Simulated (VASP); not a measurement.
Input of a VASP 6.6.1 run:

File INCAR:

```
ALGO     = Normal         # electronic algorithm
EDIFF    = 1E-7           # SCF threshold, eV
ENCUT    = 520            # plane-wave cutoff, eV
GGA      = RP             # functional
ISIF     = 2              # what is computed and relaxed
ISMEAR   = -1             # smearing method
LASPH    = T              # aspherical terms in the spheres
LCHARG   = F              # write CHGCAR
LREAL    = F              # projectors in reciprocal space
LWAVE    = F              # write WAVECAR
NBANDS   = 20             # bands
NELM     = 60             # most SCF steps
PREC     = Accurate       # precision mode
SIGMA    = 0.1            # smearing width, eV
```

Contents of KPOINTS:

```
k-points
0
Gamma
  8 8 8
```

File POSCAR:

```
In
1.0
    0.0000000000      3.4351190494      3.4351190494
    3.4351190494      0.0000000000      3.4351190494
    3.4351190494      3.4351190494      0.0000000000
In
2
Direct
    0.1250000000      0.1250000000      0.1250000000
    0.8750000000      0.8750000000      0.8750000000
```

Potentials or basis: VASP PAW PBE potentials, release 64 (In_d).

Run with:

```console
$ cat potpaw_PBE.64/In_d/POTCAR > POTCAR
$ mpirun -np 1 vasp_std > vasp.out
```

(1) Predict the band gap on the k mesh.

(2) Estimate the pressure.

Results:

(1) zero (bands 13 and 14 overlap by 3.04 eV).

(2) 0.0 GPa.

Caveat: the PAW data sets were made with another functional, which shifts forces and pressure a little; spin-orbit coupling is left out, which moves the levels of the heavy elements.
